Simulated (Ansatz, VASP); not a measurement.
Ge in VASP and in Ansatz

Contents of INCAR:

```
SYSTEM = Ge
ALGO = Normal ; DIPOL = 0.5 0.5 0.399
EDIFF = 1E-6 ; ENCUT = 520
GGA = PE ; IDIPOL = 3
ISIF = 2 ; ISMEAR = 0
IVDW = 12 ; LASPH = .True.
LCHARG = .False. ; LDIPOL = .True.
LREAL = .False. ; LWAVE = .False.
NBANDS = 36 ; NELM = 80
PREC = Accurate ; SIGMA = 0.1
```

The input KPOINTS:

```
k-points
0
Gamma
  9 9 1
  0 0 0
```

File POSCAR:

```
Ge
1.0
    4.0226895460      0.0000000000      0.0000000000
   -2.0113447730      3.4837513384      0.0000000000
    0.0000000000      0.0000000000     18.8685220369
Ge
4
Direct
    0.3333333333      0.6666666667      0.2747571330
    0.6666666667      0.3333333333      0.2384924474
    0.3333333333      0.6666666667      0.5601139303
    0.6666666667      0.3333333333      0.5238492447
```

Input for Ansatz:

```yaml
crystal:
  lattice:
    - [4.022689546, 0.0, 0.0]
    - [-2.011344773, 3.4837513384, 0.0]
    - [0.0, 0.0, 18.8685220369]
  atoms:
    - { symbol: Ge, position: [0.3333333333, 0.6666666667, 0.274757133] }
    - { symbol: Ge, position: [0.6666666667, 0.3333333333, 0.2384924474] }
    - { symbol: Ge, position: [0.3333333333, 0.6666666667, 0.5601139303] }
    - { symbol: Ge, position: [0.6666666667, 0.3333333333, 0.5238492447] }
basis:
  ecutwfc: 420
kpoints:
  mp_grid: { grid: [9, 9, 1] }
hamiltonian:
  xc: pbe
  pseudopotentials: { kind: paw, azcp: { folder: soft_1 } }
  dispersion: d3bj
scf:
  occupations: { method: gaussian, width: 0.1 }
output:
  forces: true
  eigenvalues: true
efield:
  axis: 3
  dipole_correction: true
  ramp_width: 0.04
```

Alike in both runs: task single point; functional PBE; dispersion D3(BJ); k mesh 9 × 9 × 1; occupations gaussian, width 0.1 eV; no spin polarisation.

```csv
,VASP,Ansatz
version,VASP 6.6.1,Ansatz 0.2.0
potentials or method,"VASP PAW PBE potentials, release 64 (Ge_d), cutoff 520 eV","scalar-relativistic, plane waves, PAW"
valence electrons in the cell,56,56
```

|  | VASP | Ansatz | Ansatz less VASP |
| --- | --- | --- | --- |
| gap on the k mesh at the Fermi level (eV) | 0.25 | 0.25 | 0.000 |
| least direct gap on the mesh (eV) | 0.25 | 0.25 | 0.000 |
| rms of the force components (eV/Å) | 0.031 | 0.030 | -0.0004 |

Atom by atom the forces differ by 0.001 eV/Å (rms over components).
